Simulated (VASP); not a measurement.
Sc: single point with PBE

The system is Sc.

```xyz
2
Lattice="0.0000 3.3167 3.3167 3.3167 0.0000 3.3167 3.3167 3.3167 0.0000" Properties=species:S:1:pos:R:3 pbc="T T T"
Sc    0.0000    0.0000    0.0000
Sc    1.6584    1.6584    1.6584
```

This isn't the form of Sc at room conditions, which is hcp.

```json
{
 "Program": "VASP 6.6.1",
 "Task": "single point",
 "Functional": "PBE",
 "Potentials or basis": "VASP PAW PBE potentials, release 64 (Sc_sv)",
 "Cutoff": "520 eV",
 "k mesh": "10 × 10 × 10",
 "Occupations": "fermi-dirac, width 0.0612256 eV",
 "Spin": "no spin polarisation",
 "Dipole correction": "no",
 "Further INCAR settings": "ALGO = Fast; EDIFF = 1e-06; NBANDS = 18"
}
```

```yaml
Pressure: -0.4 GPa
Band_gap_on_the_k_mesh: zero (bands 11 and 12 overlap by 0.70 eV)
```

Levels at points of the mesh, in eV from the Fermi level:
```csv
k point,band 7,band 8,band 9,band 10,band 11,band 12,band 13,band 14,band 15,band 16
"(0.00, 0.00, 0.00)",-28.45,-28.45,-3.97,0.06,0.06,0.20,0.20,0.20,1.51,1.51
"(0.50, 0.00, 0.00)",-28.41,-28.41,-1.89,-0.92,0.03,0.03,0.33,0.33,0.34,2.08
"(0.50, 0.50, 0.00)",-28.37,-28.37,-0.93,-0.93,-0.32,-0.32,0.43,0.43,1.59,1.59
```

Wall time 55 s on 1 thread of Intel(R) Xeon(R) Platinum 8488C (Sapphire Rapids), on a shared host, peak memory 0.22 GiB.
